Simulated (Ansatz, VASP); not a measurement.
# V2BN in VASP and in Ansatz

```
CELL_PARAMETERS angstrom
0.00000 0.00000 -2.93553
0.00000 -3.77777 0.00000
-7.55554 0.00000 0.00000
ATOMIC_POSITIONS crystal
V 0.00000 0.00000 0.75000
V 0.00000 0.00000 0.25000
V 0.00000 0.50000 0.00000
V 0.00000 0.50000 0.50000
B 0.50000 0.50000 0.75000
B 0.50000 0.50000 0.25000
N 0.00000 0.00000 0.50000
N 0.00000 0.00000 0.00000
```

Alike in both runs: task single point; functional PBE; k mesh 8 × 6 × 4; occupations gaussian, width 0.2 eV; no spin polarisation.

|  | VASP | Ansatz |
| --- | --- | --- |
| version | VASP 6.6.1 | Ansatz 0.2.0 |
| potentials or method | VASP PAW PBE potentials, release 64 (V_sv, B, N), cutoff 520 eV | scalar-relativistic, plane waves, PAW |
| valence electrons in the cell | 68 | 68 |

VASP gave:

```
gap on the k mesh at the Fermi level (eV)                     : none
pressure (GPa)                                                : 0.6
traceless stress, the component that is largest in VASP (GPa) : -1.18
```

Task: What did Ansatz give for the same quantities?

Result: gap on the k mesh at the Fermi level (eV): none; pressure (GPa): 0.1; traceless stress, the component that is largest in VASP (GPa): -0.66.

A gap of «none» marks a metal or a gap that the smearing closes. The functional is the same, so the differences come from potentials, cutoffs and numerics.
